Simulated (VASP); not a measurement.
**SnO2: single point with PBEsol**

Crystal: SnO2.

```
Sn O
1.0
     1.60553    0.92695    4.42311
    -1.60553    0.92695    4.42311
     0.00000   -1.85391    4.42311
Sn O
1 2
Direct
  0.50000 0.50000 0.50000
  0.75871 0.75871 0.75871
  0.24129 0.24129 0.24129
```

```yaml
Program: VASP 6.6.1
Task: single point
Functional: PBEsol
Potentials_or_basis: VASP PAW PBE potentials, release 64 (Sn_d, O)
Cutoff: 520 eV
k_mesh: 10 × 10 × 10
Occupations: fermi-dirac, width 0.05 eV
Spin: no spin polarisation
Dipole_correction: no
Further_INCAR_settings: ALGO = Normal; EDIFF = 1e-06; NBANDS = 20
```

```json
{
  "Pressure": "0.6 GPa",
  "Largest force": "0.051 eV/Å",
  "Band gap on the k mesh": "1.79 eV (least direct gap 1.82 eV)"
}
```

Forces in eV/Å, atoms in the order of the input:
```
Sn   0.000  0.000  0.000
O    0.000  0.000 -0.051
O    0.000  0.000  0.051
```

Stress tensor (GPa, compression positive):
```
0.84 0.00 0.00
0.00 0.84 0.00
0.00 0.00 0.12
```

Levels at points of the mesh, in eV from the valence-band top:
```tsv
k point	band 9	band 10	band 11	band 12	band 13	band 14	band 15	band 16	band 17	band 18
(0.00, 0.00, 0.00)	-1.43	-1.43	-1.08	-1.08	-0.03	1.79	5.54	10.90	10.90	12.68
(0.50, 0.00, 0.00)	-4.34	-3.19	-1.76	-0.88	-0.78	5.50	7.84	9.99	12.42	12.89
(0.50, 0.50, 0.00)	-4.76	-3.39	-1.13	-0.49	0.00	5.05	6.80	10.93	11.15	12.80
(0.50, 0.50, 0.50)	-1.73	-1.57	-1.57	-0.97	-0.97	3.52	5.74	11.25	11.25	13.25
```

Run time: 100 s on 1 thread of Intel(R) Xeon(R) Platinum 8375C CPU @ 2.90GHz (Ice Lake), on a shared host, peak memory 0.25 GiB.

Caveat: the PAW data sets were made with another functional, which shifts forces and pressure a little; spin-orbit coupling is left out, which moves the levels of the heavy elements. A k mesh can miss the band edges.
